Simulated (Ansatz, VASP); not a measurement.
Two plane-wave programs on Mg2C3

File POSCAR:

```
Mg2C3
1.0
    2.3685309217     -2.3090508958     -0.0089532303
    2.4048145475      2.3461490808     -0.0370274524
   -1.2587351276     -0.0386543292      4.9815522620
Mg C
2 3
Direct
    0.8190464421      0.8065960084      0.1739494092
    0.1553487223      0.2046016019      0.8162665757
    0.2960209527      0.2807074916      0.2637249019
    0.7285267701      0.6806300615      0.7328617375
    0.5010571128      0.5274648366      0.5131973756
```

INCAR.step1

```
SYSTEM = Mg2C3
PREC = Accurate ; ENCUT = 520
ISMEAR = 0 ; SIGMA = 0.05
LREAL = .FALSE. ; LASPH = .TRUE.
NELM = 100 ; NBANDS = 16
GGA = PE ; ALGO = Normal
EDIFF = 1E-4 ; LWAVE = .TRUE.
LCHARG = .FALSE.
```

INCAR.step2

```
SYSTEM = Mg2C3
PREC = Accurate ; ENCUT = 520
EDIFF = 1E-6 ; ISMEAR = 0
SIGMA = 0.05 ; LREAL = .FALSE.
LASPH = .TRUE. ; NELM = 100
ALGO = Normal ; ISIF = 2
LWAVE = .FALSE. ; LCHARG = .TRUE.
METAGGA = R2SCAN ; LMIXTAU = .TRUE.
LELF = .TRUE. ; LVHAR = .TRUE.
NBANDS = 16 ; ISTART = 1
```

Contents of KPOINTS:

```
Automatic mesh
0
G
  8 8 6
  0 0 0
```

Input for Ansatz:

```yaml
crystal:
  lattice:
    - [2.3685309217, -2.3090508958, -0.0089532303]
    - [2.4048145475, 2.3461490808, -0.0370274524]
    - [-1.2587351276, -0.0386543292, 4.981552262]
  atoms:
    - { symbol: Mg, position: [0.8190464421, 0.8065960084, 0.1739494092] }
    - { symbol: Mg, position: [0.1553487223, 0.2046016019, 0.8162665757] }
    - { symbol: C, position: [0.2960209527, 0.2807074916, 0.2637249019] }
    - { symbol: C, position: [0.7285267701, 0.6806300615, 0.7328617375] }
    - { symbol: C, position: [0.5010571128, 0.5274648366, 0.5131973756] }
basis:
  ecutwfc: 500
kpoints:
  mp_grid: { grid: [8, 8, 6] }
hamiltonian:
  xc: r2scan
scf:
  occupations: { method: gaussian, width: 0.05 }
output:
  forces: true
  stress: true
  eigenvalues: true
  write_density: true
  write_potential: true
  elf: true
  volumetric_format: npy
```

Change from the starting cell: all atoms moved at random (sigma 0.06 Å a component), cell strained at random (sigma 0.01).

Alike in both runs: task single point; functional r2SCAN; k mesh 8 × 8 × 6; occupations gaussian, width 0.05 eV; no spin polarisation.

```csv
,VASP,Ansatz
version,VASP 6.6.1,Ansatz 0.2.0
potentials or method,"VASP PAW PBE potentials, release 64 (Mg, C), cutoff 520 eV","scalar-relativistic, plane waves, PAW"
valence electrons in the cell,16,32
```

|  | VASP | Ansatz | Ansatz less VASP |
| --- | --- | --- | --- |
| gap on the k mesh at the Fermi level (eV) | 1.52 | 1.52 | +0.001 |
| least direct gap on the mesh (eV) | 1.99 | 2.00 | +0.001 |
| pressure (GPa) | -1.2 | -1.0 | +0.24 |
| traceless stress, the component that is largest in VASP (GPa) | -7.04 | -7.38 | -0.341 |
| rms of the force components (eV/Å) | 2.229 | 2.204 | -0.0244 |

VASP's potentials were made for PBE, not for r2SCAN. Atom by atom the forces differ by 0.055 eV/Å (rms over components). VASP's potentials hold 16 valence electrons a cell and Ansatz's 32, so a difference there can come from the potentials and not from the codes.
